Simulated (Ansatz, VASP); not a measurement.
**AgBi: VASP beside Ansatz**

The input INCAR:

```
  ALGO = Fast
  EDIFF = 1E-6
  EDIFFG = -0.01
  ENCUT = 600
  GGA = PE
  IBRION = 2
  ISIF = 3
  ISMEAR = 0
  LASPH = T
  LCHARG = F
  LREAL = F
  LWAVE = F
  NELM = 100
  NSW = 100
  PREC = Accurate
  SIGMA = 0.1
```

The input KPOINTS:

```
k-points
0
Gamma
  16 16 16
```

Contents of POSCAR:

```
AgBi
1.0
    0.0000000000      2.9451628084      2.9451628084
    2.9451628084      0.0000000000      2.9451628084
    2.9451628084      2.9451628084      0.0000000000
Ag Bi
1 1
Direct
    0.0000000000      0.0000000000      0.0000000000
    0.5000000000      0.5000000000      0.5000000000
```

Input for Ansatz:

```yaml
crystal:
  lattice:
    - [0.0, 2.9451628084, 2.9451628084]
    - [2.9451628084, 0.0, 2.9451628084]
    - [2.9451628084, 2.9451628084, 0.0]
  atoms:
    - { symbol: Ag, position: [0.0, 0.0, 0.0] }
    - { symbol: Bi, position: [0.5, 0.5, 0.5] }
basis:
  ecutwfc: 420
kpoints:
  mp_grid: { grid: [16, 16, 16] }
hamiltonian:
  xc: pbe
scf:
  occupations: { method: gaussian, width: 0.1 }
output:
  forces: true
  stress: true
  eigenvalues: true
relax:
  adjacent_minimum: "off"
  f_tol: 0.01
  max_steps: 80
  cell: { stress_tol: 0.05 }
```

Alike in both runs: task relaxation of cell and atoms; functional PBE; k mesh 16 × 16 × 16; occupations gaussian, width 0.1 eV; no spin polarisation.

|  | VASP | Ansatz |
| --- | --- | --- |
| version | VASP 6.6.1 | Ansatz 0.2.0 |
| potentials or method | VASP PAW PBE potentials, release 64 (Ag, Bi_d), cutoff 600 eV | scalar-relativistic, plane waves, PAW |
| valence electrons in the cell | 26 | 34 |

VASP gave:

```
gap on the k mesh at the Fermi level, each at its own relaxed structure (eV) : none
relaxed volume (Å³/atom)                                                     : 26.44
relaxed cell length with the largest relative difference (Å)                 : 4.213
```

**Question.** What did Ansatz give for the same quantities?

**Answer.** gap on the k mesh at the Fermi level, each at its own relaxed structure (eV): none; relaxed volume (Å³/atom): 26.47; relaxed cell length with the largest relative difference (Å): 4.215.

A gap of «none» marks a metal or a gap that the smearing closes. VASP's potentials hold 26 valence electrons a cell and Ansatz's 34, so a difference there can come from the potentials and not from the codes.

Neither program's run includes spin-orbit coupling.
